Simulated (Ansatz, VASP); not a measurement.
**Two plane-wave programs on ScAl3N4**

```
Sc Al N
1.0
    -3.20529    0.00000    0.00000
     0.00000    5.59697    0.00029
     1.60264   -2.79874   -5.05974
Sc Al N
1 3 4
Direct
  0.00547 0.33567 0.01094
  0.49997 0.83659 0.99995
  0.75333 0.41629 0.50665
  0.24559 0.91670 0.49118
  0.79999 0.13054 0.59997
  0.30603 0.64288 0.61206
  0.56822 0.21313 0.13643
  0.05740 0.74420 0.11481
```

Alike in both runs: functional r2SCAN; k mesh 10 × 10 × 10; occupations gaussian, width 0.02 eV; no spin polarisation.

Ansatz relaxed the structure, and its values are those at the end. VASP's run is a single point on that final structure, the one shown.

```csv
,VASP,Ansatz
version,VASP 6.6.1,Ansatz 0.2.0
potentials or method,"VASP PAW PBE potentials, release 64 (Sc_sv, Al, N), cutoff 520 eV","scalar-relativistic, plane waves, PAW"
valence electrons in the cell,40,40
```

|  | VASP | Ansatz | Ansatz less VASP |
| --- | --- | --- | --- |
| gap on the k mesh at the Fermi level (eV) | 4.29 | 4.25 | -0.033 |
| least direct gap on the mesh (eV) | 4.44 | 4.40 | -0.041 |
| pressure (GPa) | 0.2 | 0.0 | -0.16 |
| rms of the force components (eV/Å) | 0.034 | 0.001 | -0.0337 |

VASP's potentials were made for PBE, not for r2SCAN. With one functional, cell and mesh, what is left measures potentials, basis and numerics.
